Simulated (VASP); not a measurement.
Input of a VASP 6.6.1 run:

The input INCAR:

```
SYSTEM = ZrC
PREC = Accurate ; ENCUT = 520
EDIFF = 1E-7 ; ISMEAR = 0
SIGMA = 0.1 ; LREAL = .FALSE.
LASPH = .TRUE. ; NELM = 80
ALGO = Normal ; ISIF = 2
LWAVE = .FALSE. ; LCHARG = .TRUE.
GGA = PE ; LELF = .TRUE.
LVHAR = .TRUE. ; NBANDS = 15
```

Contents of KPOINTS:

```
Automatic mesh
0
G
  14 14 14
  0 0 0
```

File POSCAR:

```
ZrC
1.0
    0.0047239221      2.4006690087      2.3818908308
    2.3911036540      0.0120095731      2.3746051798
    2.3994939037      2.4017736074      0.0036193234
Zr C
1 1
Direct
    0.5128392782      0.4793146144      0.5001638151
   -0.0128392782      0.0206853856     -0.0001638151
```

Potentials or basis: VASP PAW PBE potentials, release 64 (Zr_sv, C).

Run with:

```bash
$ cat potpaw_PBE.64/Zr_sv/POTCAR potpaw_PBE.64/C/POTCAR > POTCAR
$ mpirun -np 1 vasp_std > vasp.out
```

Problem. Predict the band gap on the k mesh.

Solution. Zero (band 8 reaches 9.64 eV, above the bottom of band 9 at 8.95 eV).

Problem. Estimate the pressure.

Solution. -7.5 GPa.

Problem. Estimate the largest force.

Solution. 0.616 eV/Å.

Stress tensor (GPa, compression positive):
```
-7.13 -0.28 -0.11
-0.28 -8.58 -0.44
-0.11 -0.44 -6.82
```

Caveat: the cell differs from its parent crystal (atoms moved at random and the cell strained at random).
